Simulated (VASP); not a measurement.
# K (Im-3m) in VASP: notebook

K is run at these levels: PBEsol; tasks: single point, relaxation of cell and atoms.

Everything below comes from runs of VASP 6.6.1. Logs are shortened: lines on timing, memory, paths and dates and some standing lists are left out, and cuts for length are marked.

### Step 1. The cell of the first run

Symmetry: Im-3m, No. 229, cubic system. Conventional cell: a = 5.212 Å, b = 5.212 Å, c = 5.212 Å, α = 90.00°, β = 90.00°, γ = 90.00°.

### Step 2. Single point, PBEsol

Input file INCAR:

```
SYSTEM = K
ALGO = Normal ; EDIFF = 1E-6
ENCUT = 520 ; GGA = PS
ISIF = 2 ; ISMEAR = 0
LASPH = .TRUE. ; LCHARG = .TRUE.
LELF = .TRUE. ; LREAL = .FALSE.
LVHAR = .TRUE. ; LWAVE = .FALSE.
NBANDS = 10 ; NELM = 80
PREC = Accurate ; SIGMA = 0.1
```

Input file KPOINTS:

```
k-points
0
G
  12 12 12
  0 0 0
```

Input file POSCAR:

```
K
1.0
   -2.6062039315      2.6062039315      2.6062039315
    2.6062039315     -2.6062039315      2.6062039315
    2.6062039315      2.6062039315     -2.6062039315
K
1
Direct
    0.0000000000      0.0000000000      0.0000000000
```

Potentials or basis: VASP PAW PBE potentials, release 64 (K_sv).

Launch:

```console
$ cat potpaw_PBE.64/K_sv/POTCAR > POTCAR
$ mpirun -np 1 vasp_std > vasp.out
```

OUTCAR:

```text
SYSTEM = K
   EDIFF = 1E-6
   ENCUT = 520
   GGA = PS
   ISIF = 2
   ISMEAR = 0
   LASPH = .TRUE.
   LREAL = .FALSE.
   NELM = 80
   PREC = Accurate

 ion  position               nearest neighbor table
   1  0.000  0.000  0.000-

  LATTYP: Found a body centered cubic cell.
 ALAT       =     5.2124078630

  Lattice vectors:

 A1 = (  -2.6062039315,   2.6062039315,   2.6062039315)
 A2 = (   2.6062039315,  -2.6062039315,   2.6062039315)
 A3 = (   2.6062039315,   2.6062039315,  -2.6062039315)

Analysis of symmetry for initial positions (statically):
=====================================================================
 Subroutine PRICEL returns:
 Original cell was already a primitive cell.

 Routine SETGRP: Setting up the symmetry group for a
 body centered cubic supercell.

 Subroutine GETGRP returns: Found 48 space group operations
 (whereof 48 operations were pure point group operations)
 out of a pool of 48 trial point group operations.

The static configuration has the point symmetry O_h .

Analysis of symmetry for dynamics (positions and initial velocities):
=====================================================================
 Subroutine PRICEL returns:
 Original cell was already a primitive cell.

 Routine SETGRP: Setting up the symmetry group for a
 body centered cubic supercell.

 Subroutine GETGRP returns: Found 48 space group operations
 (whereof 48 operations were pure point group operations)
 out of a pool of 48 trial point group operations.

The dynamic configuration has the point symmetry O_h .

 Subroutine INISYM returns: Found 48 space group operations
 (whereof 48 operations are pure point group operations),
 and found     1 'primitive' translations

----------------------------------------------------------------------------------------

                                     Primitive cell

  volume of cell :      70.8085

  direct lattice vectors                    reciprocal lattice vectors
    -2.606203932  2.606203932  2.606203932     0.000000000  0.191849914  0.191849914
     2.606203932 -2.606203932  2.606203932     0.191849914  0.000000000  0.191849914
     2.606203932  2.606203932 -2.606203932     0.191849914  0.191849914  0.000000000

  length of vectors
     4.514077624  4.514077624  4.514077624     0.271316750  0.271316750  0.271316750

  position of ions in fractional coordinates (direct lattice)
     0.000000000  0.000000000  0.000000000

  ion indices of the primitive-cell ions
   primitive index   ion index
                 1           1

----------------------------------------------------------------------------------------

 KPOINTS: k-points

Automatic generation of k-mesh.
 Grid dimensions read from file:
 generate k-points for:   12   12   12

 Generating k-lattice:

  Cartesian coordinates                     Fractional coordinates (reciprocal lattice)
     0.000000000  0.015987493  0.015987493     0.083333333  0.000000000  0.000000000
     0.015987493  0.000000000  0.015987493     0.000000000  0.083333333  0.000000000
     0.015987493  0.015987493  0.000000000     0.000000000  0.000000000  0.083333333

  Length of vectors
     0.022609729  0.022609729  0.022609729

  Shift w.r.t. Gamma in fractional coordinates (k-lattice)
     0.000000000  0.000000000  0.000000000

 Subroutine IBZKPT returns following result:
 ===========================================

 Found     72 irreducible k-points:

 Following reciprocal coordinates:
            Coordinates               Weight
  0.000000  0.000000  0.000000      1.000000
  0.083333  0.000000  0.000000     12.000000
  0.166667  0.000000  0.000000     12.000000
  0.250000  0.000000  0.000000     12.000000
  0.333333  0.000000  0.000000     12.000000
  0.416667  0.000000  0.000000     12.000000
[... 16 lines left out ...]
  0.333333  0.083333  0.083333     24.000000
  0.416667  0.083333  0.083333     12.000000
 [... further k-points ...]
   k-points           NKPTS =     72   k-points in BZ     NKDIM =     72   number of bands    NBANDS=     10
   number of dos      NEDOS =    301   number of ions     NIONS =      1
   total plane-waves  NPLWV =  46656
   dimension x,y,z NGX =    36 NGY =   36 NGZ =   36
   dimension x,y,z NGXF=    72 NGYF=   72 NGZF=   72
   ions per type =               1
   NGX,Y,Z   is equivalent  to a cutoff of  13.26, 13.26, 13.26 a.u.
   NGXF,Y,Z  is equivalent  to a cutoff of  26.52, 26.52, 26.52 a.u.
 SYSTEM =  K
   PREC   = accura    normal or accurate (medium, high low for compatibility)
   ISTART =      0    job   : 0-new  1-cont  2-samecut
   ICHARG =      2    charge: 1-file 2-atom 10-const
   ISPIN  =      1    spin polarized calculation?
   LNONCOLLINEAR =      F non collinear calculations
   LSORBIT =      F    spin-orbit coupling
   LASPH  =      T    aspherical Exc in radial PAW
   ENCUT  =  520.0 eV  38.22 Ry    6.18 a.u.   8.39  8.39  8.39*2*pi/ulx,y,z
   NELM   =     80;   NELMIN=  2; NELMDL= -5     # of ELM steps
   EDIFF  = 0.1E-05   stopping-criterion for ELM
   LREAL  =      F    real-space projection
   EDIFFG = 0.1E-04   stopping-criterion for IOM
   NSW    =      0    number of steps for IOM
   IBRION =     -1    ionic relax: 0-MD 1-quasi-New 2-CG
   NFREE  =      0    steps in history (QN), initial steepest desc. (CG)
   ISIF   =      2    stress and relaxation
   ISYM   =      2    0-nonsym 1-usesym 2-fastsym
   POTIM  = 0.5000    time-step for ionic-motion
   TEBEG  =    0.0;   TEEND  =   0.0 temperature during run
   PSTRESS=    0.0 pullay stress
   NELECT =       9.0000    total number of electrons
   NUPDOWN=      -1.0000    fix difference up-down
   EMIN   =  10.00;   EMAX   =-10.00  energy-range for DOS
   EFERMI =   0.00;   METHOD = LEGACY
   ISMEAR =     0;   SIGMA  =   0.10  broadening in eV -4-tet -1-fermi 0-gaus
   EFERMI_NEDOS =   21; number of points for ismear=-14 and -15
   IALGO  =     38    algorithm
   IMIX   =      4    mixing-type and parameters
     AMIX     =   0.40;   BMIX     =  1.00
     AMIX_MAG =   1.60;   BMIX_MAG =  1.00
  volume/ion in A,a.u.               =      70.81       477.84
  Fermi-wavevector in a.u.,A,eV,Ry     =   0.823115  1.555462  9.218200  0.677519
  Thomas-Fermi vector in A             =   1.934569
   LORBIT       =      0    0 simple, 1 ext, 2 COOP (PROOUT), +10 PAW based schemes
   GGA     = PS    functional components
   LHFCALC =     F    Hartree Fock is set to
   AEXX    =    0.0000 exact exchange contribution
   IVDW    =     0    specifies the selected vdW correction
   LEPSILON=     F    determine dielectric tensor
   LRPA    =     F    only Hartree local field effects (RPA)
 non-spin polarized calculation
 Gauss-broadening in eV      SIGMA  =   0.10
  energy-cutoff  :      520.00
  volume of cell :       70.81
 maximum number of plane-waves:      1926
 NGX is ok and might be reduce to    36
   NGX = 17   NGY = 17   NGZ = 17

 number of electron       9.0000000 magnetization

 Free energy of the ion-electron system (eV)
  ---------------------------------------------------
  ext. energy  EPLUGINS =         0.00000000
  ---------------------------------------------------
  free energy    TOTEN  =        -1.13437772 eV

  energy without entropy =       -1.12952566  energy(sigma->0) =       -1.13195169

 E-fermi :  -0.0987     XC(G=0):  -5.7918

 val. band max:       -0.1195309542   @ k =   0.2500   0.2500   0.0000
 cond. band min:      -0.0530851830   @ k =   0.3333   0.1667  -0.0000
 fundamental gap:      0.0664457712
 Fermi energy:        -0.0987088975

 k-point     1 :       0.0000    0.0000    0.0000
  band No.  band energies     occupation
      1     -32.0543      2.00000
      2     -15.5612      2.00000
      3     -15.5612      2.00000
      4     -15.5612      2.00000
      5      -2.2978      2.00000
      6       4.2477      0.00000
      7       4.2477      0.00000
      8       4.2477      0.00000
      9       5.1925      0.00000
     10       5.1925      0.00000

 k-point     2 :       0.0833    0.0000    0.0000
  band No.  band energies     occupation
      1     -32.0540      2.00000
      2     -15.5666      2.00000
      3     -15.5630      2.00000
      4     -15.5613      2.00000
      5      -2.2086      2.00000
      6       4.1168      0.00000
      7       4.1315      0.00000
      8       4.3200      0.00000
      9       5.0302      0.00000
     10       5.1692      0.00000

 k-point     3 :       0.1667    0.0000    0.0000
  band No.  band energies     occupation
      1     -32.0530      2.00000
      2     -15.5812      2.00000
      3     -15.5679      2.00000
      4     -15.5612      2.00000
      5      -1.9453      2.00000
      6       3.6100      0.00000
      7       3.8599      0.00000
      8       4.5347      0.00000
      9       4.9388      0.00000
     10       5.1335      0.00000

 k-point     4 :       0.2500    0.0000    0.0000
  band No.  band energies     occupation
      1     -32.0518      2.00000
      2     -15.6009      2.00000
      3     -15.5745      2.00000
      4     -15.5612      2.00000
      5      -1.5204      2.00000
      6       2.8769      0.00000
      7       3.5588      0.00000
      8       4.8855      0.00000
      9       5.0081      0.00000
     10       5.1479      0.00000

 k-point     5 :       0.3333    0.0000    0.0000
  band No.  band energies     occupation
      1     -32.0505      2.00000
      2     -15.6205      2.00000
      3     -15.5810      2.00000
      4     -15.5612      2.00000
      5      -0.9549      2.00000
      6       2.0913      0.00000
      7       3.3080      0.00000
      8       5.0372      0.00000
      9       5.2571      0.00000
     10       5.3620      0.00000

 k-point     6 :       0.4167    0.0000    0.0000
  band No.  band energies     occupation
      1     -32.0496      2.00000
      2     -15.6346      2.00000
      3     -15.5858      2.00000
      4     -15.5612      2.00000
      5      -0.2798      1.98956
      6       1.2959      0.00000
      7       3.1464      0.00000
      8       4.9405      0.00000
      9       5.4802      0.00000
     10       5.9493      0.00000
[... 183 lines left out ...]
 k-point    21 :       0.1667    0.0833    0.0833
  band No.  band energies     occupation
      1     -32.0514      2.00000
      2     -15.6070      2.00000
      3     -15.5723      2.00000
      4     -15.5655      2.00000
      5      -1.3538      2.00000
      6       2.8419      0.00000
      7       3.1428      0.00000
      8       4.8780      0.00000
      9       5.1683      0.00000
     10       5.3060      0.00000

 k-point    22 :       0.2500    0.0833    0.0833
  band No.  band energies     occupation
      1     -32.0503      2.00000
      2     -15.6212      2.00000
      3     -15.5809      2.00000
      4     -15.5659      2.00000
      5      -0.7948      2.00000
      6       2.1372      0.00000
      7       2.9008      0.00000
      8       4.9338      0.00000
      9       5.3382      0.00000
     10       5.4608      0.00000

 k-point    23 :       0.3333    0.0833    0.0833
  band No.  band energies     occupation
      1     -32.0495      2.00000
      2     -15.6309      2.00000
      3     -15.5879      2.00000
      4     -15.5661      2.00000
      5      -0.1262      1.30286
      6       1.3915      0.00000
      7       2.7520      0.00000
      8       4.7423      0.00000
      9       5.6075      0.00000
     10       5.6367      0.00000

 k-point    24 :       0.4167    0.0833    0.0833
  band No.  band energies     occupation
      1     -32.0492      2.00000
      2     -15.6343      2.00000
      3     -15.5906      2.00000
      4     -15.5663      2.00000
      5       0.5368      0.00000
      6       0.7047      0.00000
      7       2.7019      0.00000
      8       4.6346      0.00000
      9       5.7465      0.00000
     10       5.7546      0.00000

 [... further k-points ...]

------------------------ aborting loop because EDIFF is reached ----------------------------------------

  FORCE on cell =-STRESS in cart. coord.  units (eV):
  Direction    XX          YY          ZZ          XY          YZ          ZX
  --------------------------------------------------------------------------------------
  -------------------------------------------------------------------------------------
  Total       -0.0013138     -0.0013138     -0.0013138      0.0000000      0.0000000     -0.0000000
  in kB       -0.0297277     -0.0297277     -0.0297277      0.0000000      0.0000000     -0.0000000
  external PRESSURE =      -0.0297277 kB  Pullay stress =       0.0000000 kB

 VOLUME and BASIS-vectors are now :
 -----------------------------------------------------------------------------
  energy-cutoff  :      520.00
  volume of cell :       70.81
      direct lattice vectors                 reciprocal lattice vectors
    -2.606203932  2.606203932  2.606203932     0.000000000  0.191849914  0.191849914
     2.606203932 -2.606203932  2.606203932     0.191849914  0.000000000  0.191849914
     2.606203932  2.606203932 -2.606203932     0.191849914  0.191849914  0.000000000

 POSITION                                       TOTAL-FORCE (eV/Angst)
 -----------------------------------------------------------------------------------
      0.00000      0.00000      0.00000         0.000000      0.000000     -0.000000
 -----------------------------------------------------------------------------------
    total drift:                               -0.000000     -0.000000      0.000000

  FREE ENERGIE OF THE ION-ELECTRON SYSTEM (eV)
  ---------------------------------------------------
  free  energy   TOTEN  =        -1.1343777237 eV

  energy  without entropy=       -1.1295256595  energy(sigma->0) =       -1.13195169
```

It took 74 s on 1 thread of AMD EPYC 7R43 (Zen 3), shared host; peak memory 0.18 GiB.

Results:

* Free energy: -1.1344 eV
* Pressure: 0.0 GPa
* Band gap on the k mesh: zero (an odd number of electrons rules out a gap without spin polarisation)

Levels at points of the mesh, in eV from the Fermi level:
```csv
k point,band 1,band 2,band 3,band 4,band 5,band 6,band 7,band 8,band 9
"(0.00, 0.00, 0.00)",-31.96,-15.46,-15.46,-15.46,-2.20,4.35,4.35,4.35,5.29
"(0.50, 0.00, 0.00)",-31.95,-15.54,-15.49,-15.46,0.46,0.72,3.19,4.97,5.83
"(0.50, 0.50, 0.50)",-31.95,-15.52,-15.52,-15.52,1.67,1.67,3.58,3.58,3.58
```

Caveat: the PAW data sets were made with another functional, which shifts forces and pressure a little.

### Step 3. Relaxation of cell and atoms, PBEsol

This run uses another cell than the first one, of 73.68 Å³/atom.

Input file INCAR:

```
PREC = Accurate
ENCUT = 600
EDIFF = 1E-7
ISMEAR = 0
SIGMA = 0.1
LREAL = False
LASPH = True
NELM = 80
ALGO = Normal
ISIF = 3
LWAVE = False
LCHARG = False
GGA = PS
IBRION = 2
NSW = 70
EDIFFG = -0.005
```

Input file KPOINTS:

```
regular mesh
0
Gamma
  12 12 12
```

Input file POSCAR:

```
K
1.0
   -2.6409252679      2.6409252679      2.6409252679
    2.6409252679     -2.6409252679      2.6409252679
    2.6409252679      2.6409252679     -2.6409252679
K
1
Direct
    0.0000000000      0.0000000000      0.0000000000
```

Potentials or basis: VASP PAW PBE potentials, release 64 (K_sv).

Launch:

```console
$ cat potpaw_PBE.64/K_sv/POTCAR > POTCAR
$ mpirun -np 1 vasp_std > vasp.out
```

Wall time 4.5 min (1 thread of AMD EPYC 7R43 (Zen 3), shared host); peak memory 0.24 GiB.

The run converged. Its results:

| Item | Value |
| --- | --- |
| Free energy | -1.1345 eV |
| Relaxed volume | 70.91 Å³/atom |
| Relaxed cell | a = 4.516 Å, b = 4.516 Å, c = 4.516 Å, α = 109.47°, β = 109.47°, γ = 109.47° |
| Space group after relaxing (to 0.1 Å) | Im-3m (No. 229) |
| Energy gained by relaxing | 1.1 meV/atom |
| Ionic steps | 4 |
| Pressure after relaxing | 0.0 GPa |
| Band gap on the k mesh | zero (an odd number of electrons rules out a gap without spin polarisation) |

Step by step:
| step | energy change (eV) | largest force (eV/Å) | pressure (GPa) | volume (Å³) |
| --- | --- | --- | --- | --- |
| 1 | 0.0000 | 0.0000 | -0.13 | 73.68 |
| 2 | -0.0005 | 0.0000 | -0.10 | 73.04 |
| 3 | -0.0011 | 0.0000 | -0.03 | 71.50 |
| 4 | -0.0011 | 0.0000 | 0.00 | 70.91 |

Final structure:
```
K
1.0
    -2.60743    2.60743    2.60743
     2.60743   -2.60743    2.60743
     2.60743    2.60743   -2.60743
K
1
Cartesian
  2.6074 2.6074 2.6074
```

Levels at points of the mesh, in eV from the Fermi level:
| k point | band 2 | band 3 | band 4 | band 5 | band 6 | band 7 |
| --- | --- | --- | --- | --- | --- | --- |
| (0.00, 0.00, 0.00) | -15.46 | -15.46 | -15.46 | -2.20 | 4.35 | 4.35 |
| (0.50, 0.00, 0.00) | -15.54 | -15.49 | -15.46 | 0.46 | 0.72 | 3.19 |
| (0.50, 0.50, 0.50) | -15.52 | -15.52 | -15.52 | 1.67 | 1.67 | 3.58 |

Caveat: the PAW data sets were made with another functional, which shifts forces and pressure a little.
